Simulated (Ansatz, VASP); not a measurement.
# One calculation of MgO2, two programs

Contents of POSCAR:

```
MgO2
1.0
    1.6267467757      0.9392026888      3.4001736457
   -1.6267467757      0.9392026888      3.4001736457
    0.0000000000     -1.8784053777      3.4001736457
Mg O
1 2
Direct
    0.0000000000      0.0000000000      0.0000000000
    0.4287860000      0.4287860000      0.4287860000
    0.5712140000      0.5712140000      0.5712140000
```

Contents of INCAR.step1:

```
SYSTEM = MgO2
PREC = Accurate
ENCUT = 520
ISMEAR = 0
SIGMA = 0.05
LREAL = .FALSE.
LASPH = .TRUE.
NELM = 60
NBANDS = 14
GGA = PE
ALGO = Normal
EDIFF = 1E-4
LWAVE = .TRUE.
LCHARG = .FALSE.
```

The input INCAR.step2:

```
SYSTEM = MgO2
PREC = Accurate
ENCUT = 520
EDIFF = 1E-7
ISMEAR = 0
SIGMA = 0.05
LREAL = .FALSE.
LASPH = .TRUE.
NELM = 60
ALGO = Normal
ISIF = 2
LWAVE = .FALSE.
LCHARG = .TRUE.
METAGGA = R2SCAN
LMIXTAU = .TRUE.
LELF = .TRUE.
LVHAR = .TRUE.
NBANDS = 14
ISTART = 1
```

The input KPOINTS:

```
Automatic mesh
0
G
  12 12 12
  0 0 0
```

Input for Ansatz:

```yaml
crystal:
  lattice:
    - [1.6267467757, 0.9392026888, 3.4001736457]
    - [-1.6267467757, 0.9392026888, 3.4001736457]
    - [0.0, -1.8784053777, 3.4001736457]
  atoms:
    - { symbol: Mg, position: [0.0, 0.0, 0.0] }
    - { symbol: O, position: [0.428786, 0.428786, 0.428786] }
    - { symbol: O, position: [0.571214, 0.571214, 0.571214] }
basis:
  ecutwfc: 500
kpoints:
  mp_grid: { grid: [12, 12, 12] }
hamiltonian:
  xc: r2scan
scf:
  occupations: { method: gaussian, width: 0.05 }
output:
  forces: true
  stress: true
  eigenvalues: true
```

Alike in both runs: task single point; functional r2SCAN; k mesh 12 × 12 × 12; occupations gaussian, width 0.05 eV; no spin polarisation.

```csv
,VASP,Ansatz
version,VASP 6.6.1,Ansatz 0.2.0
potentials or method,"VASP PAW PBE potentials, release 64 (Mg, O), cutoff 520 eV","scalar-relativistic, plane waves, PAW"
valence electrons in the cell,14,22
```

|  | VASP | Ansatz | Ansatz less VASP |
| --- | --- | --- | --- |
| gap on the k mesh at the Fermi level (eV) | 3.53 | 3.57 | +0.035 |
| least direct gap on the mesh (eV) | 3.53 | 3.57 | +0.035 |
| pressure (GPa) | -3.2 | -3.0 | +0.24 |
| traceless stress, the component that is largest in VASP (GPa) | 12.08 | 10.31 | -1.771 |
| rms of the force components (eV/Å) | 0.519 | 0.368 | -0.1507 |

VASP's potentials were made for PBE, not for r2SCAN. Atom by atom the forces differ by 0.151 eV/Å (rms over components). VASP's potentials hold 14 valence electrons a cell and Ansatz's 22, so a difference there can come from the potentials and not from the codes.
